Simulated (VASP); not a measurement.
Crystal: InGa2As3.

```
In Ga As
1.0
     5.70119   -3.28841    0.00000
     5.70119    3.28841    0.00000
     0.00000    0.00000    6.14156
In Ga As
2 4 6
Cartesian
  5.7012 1.1495 6.0786
  5.7012 -1.1495 3.0078
  1.9434 1.0749 6.0964
  9.4590 1.0749 6.0964
  9.4590 -1.0749 3.0256
  1.9434 -1.0749 3.0256
  2.0531 1.0101 2.2045
  9.3493 1.0101 2.2045
  9.3493 -1.0101 5.2753
  2.0531 -1.0101 5.2753
  5.7012 1.2635 2.4263
  5.7012 -1.2635 5.4971
```

* Program: VASP 6.6.1
* Task: relaxation of cell and atoms
* Functional: PBEsol
* Potentials or basis: VASP PAW PBE potentials, release 64 (In_d, Ga_d, As)
* Cutoff: 600 eV
* k mesh: 4 × 4 × 4
* Occupations: gaussian, width 0.1 eV
* Spin: no spin polarisation

At the start: pressure 26.7 GPa; volume 19.19 Å³/atom.

Q: How do energy, volume and symmetry change on relaxing?

A: Over 9 steps the energy falls by 356.1 meV/atom and the volume is 24.38 Å³/atom (+27.1 %); space group Cmc2_1 (No. 36, to 0.1 Å) before and after.

The path:
```tsv
step	energy change (eV)	largest force (eV/Å)	pressure (GPa)	volume (Å³)
1	0.0000	0.8499	26.66	230.28
2	-2.4540	0.2877	-7.78	353.92
3	-4.2083	0.4500	-0.27	293.59
4	-4.2084	0.4549	0.02	292.23
5	-4.2432	0.3190	0.08	291.98
6	-4.2691	0.1137	0.23	291.49
7	-4.2720	0.0866	-0.15	293.26
8	-4.2729	0.0517	-0.03	292.69
9	-4.2738	0.0212	-0.01	292.59
```

Final structure:
```
CELL_PARAMETERS angstrom
6.13106 -3.54445 0.00000
6.13106 3.54445 0.00000
0.00000 0.00000 6.73206
ATOMIC_POSITIONS crystal
In 0.32723 0.67277 0.99441
In 0.67277 0.32723 0.49441
Ga 0.00532 0.33338 0.99403
Ga 0.66662 0.99468 0.99403
Ga 0.99468 0.66662 0.49403
Ga 0.33338 0.00532 0.49403
As 0.01861 0.33331 0.36019
As 0.66669 0.98139 0.36019
As 0.98139 0.66669 0.86019
As 0.33331 0.01861 0.86019
As 0.31603 0.68397 0.38514
As 0.68397 0.31603 0.88514
```

Caveat: the volume moved by over 15 % at a fixed basis, so the end points are rough; the PAW data sets were made with another functional, which shifts forces and pressure a little; the relaxation stopped at a loose force limit of 0.05 eV/Å, so its end isn't a converged minimum.
